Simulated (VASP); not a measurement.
Write the native input for VASP 6.6.1 that does the following.

```
Task                   : relaxation of cell and atoms
Functional             : PBEsol
Potentials or basis    : VASP PAW PBE potentials, release 64 (As)
Cutoff                 : 500 eV
k mesh                 : 12 × 12 × 1
Occupations            : fermi-dirac, width 0.02 eV
Spin                   : no spin polarisation
Dipole correction      : yes
Further INCAR settings : ALGO = Normal; EDIFF = 1e-07; NELMDL = -8; IBRION = 2; EDIFFG = -0.005; NSW = 80; ISIF = 3
```

The structure of As lies in POSCAR:

```
As
1.0
    3.6043654847      0.0000000000      0.0000000000
   -1.8021827423      3.1214720742      0.0000000000
    0.0000000000      0.0000000000     26.4156438000
As
2
Direct
    0.3333333333      0.6666666667      0.3202006446
    0.6666666667      0.3333333333      0.3728667680
```

The input as run:

INCAR

```
PREC = Accurate
ENCUT = 500
EDIFF = 1E-7
ISMEAR = -1
SIGMA = 0.02
LREAL = False
LASPH = True
NELM = 120
ALGO = Normal
ISIF = 3
LWAVE = False
LCHARG = False
LDIPOL = True
IDIPOL = 3
DIPOL = 0.5 0.5 0.347
GGA = PS
IBRION = 2
NSW = 80
EDIFFG = -0.005
GGA_COMPAT = False
NELMIN = 4
NELMDL = -8
LATTICE_CONSTRAINTS = .TRUE. .TRUE. .FALSE.
```

KPOINTS

```
regular mesh
0
Gamma
  12 12 1
```

Potentials or basis: VASP PAW PBE potentials, release 64 (As).

Run with:

```console
$ cat potpaw_PBE.64/As/POTCAR > POTCAR
$ mpirun -np 1 vasp_std > vasp.out
```

Results of the run:

```json
{"Relaxed cell": "a = 3.548 Å, b = 3.548 Å, c = 26.416 Å, α = 90.00°, β = 90.00°, γ = 120.00°", "Space group after relaxing (to 0.1 Å)": "P-3m1 (No. 164)", "Energy gained by relaxing": "5.7 meV/atom", "Ionic steps": "5", "Band gap on the k mesh": "1.46 eV (least direct gap 2.05 eV)"}
```

Caveat: the relaxation moved the vacuum too, so the length across it says nothing of the material.

Run time: 2.5 min on 1 thread of AMD EPYC 9R45 96-Core Processor (Zen 5), with other jobs on the host, peak memory 0.39 GiB.
